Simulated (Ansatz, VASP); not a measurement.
## One calculation of HC6, two programs

INCAR

```
  ALGO = Normal
  DIPOL = 0.5 0.5 0.303
  EDIFF = 1E-6
  ENCUT = 520
  GGA = CA
  IDIPOL = 3
  ISIF = 2
  ISMEAR = 0
  LASPH = T
  LCHARG = F
  LDIPOL = T
  LREAL = F
  LWAVE = F
  NBANDS = 38
  NELM = 100
  PREC = Accurate
  SIGMA = 0.1
```

File KPOINTS:

```
k-points
0
Gamma
  6 3 1
```

Contents of POSCAR:

```
HC6
1.0
    4.8895256614      0.0000000000      0.0000000000
   -1.2223814153      8.7849592876      0.0000000000
    0.0000000000      0.0000000000     22.7474729025
C H
12 2
Direct
    0.0193612757      0.0774451030      0.1758437088
    0.5193612758      0.0774451030      0.1758437088
    0.2742015947      0.0968063788      0.2059542860
    0.7742015947      0.0968063788      0.2059542860
    0.2838822326      0.1355289303      0.2661754406
    0.7838822326      0.1355289303      0.2661754406
    0.0386279421      0.1545151615      0.2955067254
    0.5386279421      0.1545151615      0.2955067254
    0.0488684834      0.1954807970      0.3583587359
    0.5488684834      0.1954807970      0.3583587359
    0.3031723044      0.2126952264      0.3845470194
    0.8031723044      0.2126952264      0.3845470194
    0.0488684834      0.0694885815      0.4324644300
    0.0488684834      0.3214730126      0.4324644300
```

Input for Ansatz:

```yaml
crystal:
  lattice:
    - [4.8895256614, 0.0, 0.0]
    - [-1.2223814153, 8.7849592876, 0.0]
    - [0.0, 0.0, 22.7474729025]
  atoms:
    - { symbol: C, position: [0.0193612757, 0.077445103, 0.1758437088] }
    - { symbol: C, position: [0.5193612758, 0.077445103, 0.1758437088] }
    - { symbol: C, position: [0.2742015947, 0.0968063788, 0.205954286] }
    - { symbol: C, position: [0.7742015947, 0.0968063788, 0.205954286] }
    - { symbol: C, position: [0.2838822326, 0.1355289303, 0.2661754406] }
    - { symbol: C, position: [0.7838822326, 0.1355289303, 0.2661754406] }
    - { symbol: C, position: [0.0386279421, 0.1545151615, 0.2955067254] }
    - { symbol: C, position: [0.5386279421, 0.1545151615, 0.2955067254] }
    - { symbol: C, position: [0.0488684834, 0.195480797, 0.3583587359] }
    - { symbol: C, position: [0.5488684834, 0.195480797, 0.3583587359] }
    - { symbol: C, position: [0.3031723044, 0.2126952264, 0.3845470194] }
    - { symbol: C, position: [0.8031723044, 0.2126952264, 0.3845470194] }
    - { symbol: H, position: [0.0488684834, 0.0694885815, 0.43246443] }
    - { symbol: H, position: [0.0488684834, 0.3214730126, 0.43246443] }
basis:
  ecutwfc: 420
kpoints:
  mp_grid: { grid: [6, 3, 1] }
hamiltonian:
  xc: lda
scf:
  occupations: { method: gaussian, width: 0.1 }
output:
  forces: true
  eigenvalues: true
efield:
  axis: 3
  dipole_correction: true
  ramp_width: 0.04
```

Alike in both runs: task single point; functional LDA; k mesh 6 × 3 × 1; occupations gaussian, width 0.1 eV; no spin polarisation.

|  | VASP | Ansatz |
| --- | --- | --- |
| version | VASP 6.6.1 | Ansatz 0.2.0 |
| potentials or method | VASP PAW LDA potentials, release 64 (C, H), cutoff 520 eV | scalar-relativistic, plane waves, PAW |
| valence electrons in the cell | 50 | 50 |

Ansatz gave:

```
rms of the force components (eV/Å) : 1.522
```

Which values does VASP return?

rms of the force components (eV/Å): 1.517.

LDA's correlation is that of Perdew and Zunger in VASP and of Perdew and Wang (1992) in Ansatz. Atom by atom the forces differ by 0.022 eV/Å (rms over components).
